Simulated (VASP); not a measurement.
## Si2C: single point with PBE

Si2C:

```xyz
6
Lattice="4.0300 0.0000 0.0000 -2.0150 3.4901 0.0000 0.0000 0.0000 7.3734" Properties=species:S:1:pos:R:3 pbc="T T T"
Si    0.0000    2.3267    5.4678
Si    0.0000    2.3267    1.9056
Si    2.0150    1.1634    5.4678
Si    2.0150    1.1634    1.9056
C     0.0000    2.3267    0.0000
C     2.0150    1.1634    0.0000
```

- Program: VASP 6.6.1
- Task: single point
- Functional: PBE
- Potentials or basis: VASP PAW PBE potentials, release 64 (Si, C)
- Cutoff: 520 eV
- k mesh: 6 × 6 × 2
- Occupations: gaussian, width 0.1 eV
- Spin: no spin polarisation
- Dipole correction: no
- Further INCAR settings: ALGO = Normal; EDIFF = 1e-06; NBANDS = 21

- Pressure: -0.1 GPa
- Largest force: 0.015 eV/Å
- Band gap on the k mesh: zero (band 12 reaches 5.52 eV, above the bottom of band 13 at 4.99 eV)

Forces in eV/Å, atoms in the order of the input:
```
Si   0.000  0.000  0.015
Si   0.000  0.000 -0.015
Si   0.000  0.000  0.015
Si   0.000  0.000 -0.015
C    0.000  0.000  0.000
C    0.000  0.000  0.000
```

Stress tensor (GPa, compression positive):
```
 0.01  0.00  0.00
 0.00  0.01  0.00
 0.00  0.00 -0.31
```

Levels at points of the mesh, in eV from the Fermi level:
```
           k point  band 9  band 10  band 11  band 12  band 13  band 14  band 15  band 16
(0.00, 0.00, 0.00)   -1.68    -1.68    -0.39     0.10     0.10     0.23     0.23     1.24
(0.50, 0.00, 0.00)   -2.85    -2.60    -2.57    -0.93     1.31     1.34     1.59     2.16
(0.00, 0.00, 0.50)   -1.93    -1.93     0.29     0.29     0.47     0.47     1.88     2.31
(0.50, 0.00, 0.50)   -3.31    -3.13    -2.36    -0.48     0.19     2.02     2.48     3.09
```

It took 35 s on 1 thread of Intel Xeon 6975P-C (shared host), peak memory 0.22 GiB.

Caveat: the k points lie up to 0.43 Å⁻¹ apart.
